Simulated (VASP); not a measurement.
**MgB2: single point with PBEsol**

Slab: MgB2, a slab with vacuum.

```
Mg B
1.0
     3.08500    0.00000    0.00000
    -1.54250    2.67169    0.00000
     0.00000    0.00000   10.04600
Mg B
2 4
Direct
  0.00000 0.00000 0.00000
  0.00000 0.00000 0.35069
  0.33333 0.66667 0.17534
  0.66667 0.33333 0.17534
  0.33333 0.66667 0.52603
  0.66667 0.33333 0.52603
```

| Property | Result |
| --- | --- |
| Program | VASP 6.6.1 |
| Task | single point |
| Functional | PBEsol |
| Potentials or basis | VASP PAW PBE potentials, release 64 (Mg, B) |
| Cutoff | 520 eV |
| k mesh | 6 × 6 × 3 |
| Occupations | fermi-dirac, width 0.15 eV |
| Spin | no spin polarisation |
| Dipole correction | no |
| Further INCAR settings | ALGO = Normal; EDIFF = 1e-06; NBANDS = 17; NELMDL = -8 |

```
Largest force          : 0.446 eV/Å
Band gap on the k mesh : zero (band 8 reaches 3.77 eV, above the bottom of band 9 at 2.15 eV)
```

Forces in eV/Å, atoms in the order of the input:
```
Mg   0.000  0.000  0.200
Mg   0.000  0.000  0.446
B    0.000  0.000 -0.201
B    0.000  0.000 -0.201
B    0.000  0.000 -0.121
B    0.000  0.000 -0.121
```

Levels at points of the mesh, in eV from the Fermi level:
| k point | band 4 | band 5 | band 6 | band 7 | band 8 | band 9 | band 10 | band 11 | band 12 | band 13 |
| --- | --- | --- | --- | --- | --- | --- | --- | --- | --- | --- |
| (0.00, 0.00, 0.00) | -3.34 | -1.87 | 0.30 | 0.30 | 1.32 | 1.32 | 4.41 | 5.12 | 6.18 | 6.18 |
| (0.50, 0.00, 0.00) | -6.20 | -2.77 | -2.28 | -1.10 | -0.63 | 0.20 | 2.23 | 2.43 | 3.56 | 4.59 |

Wall time 17 s on 1 thread of Intel(R) Xeon(R) Platinum 8559C (Emerald Rapids), on a shared host, peak memory 0.19 GiB.

Caveat: the k points lie up to 0.39 Å⁻¹ apart; the PAW data sets were made with another functional, which shifts forces and pressure a little.
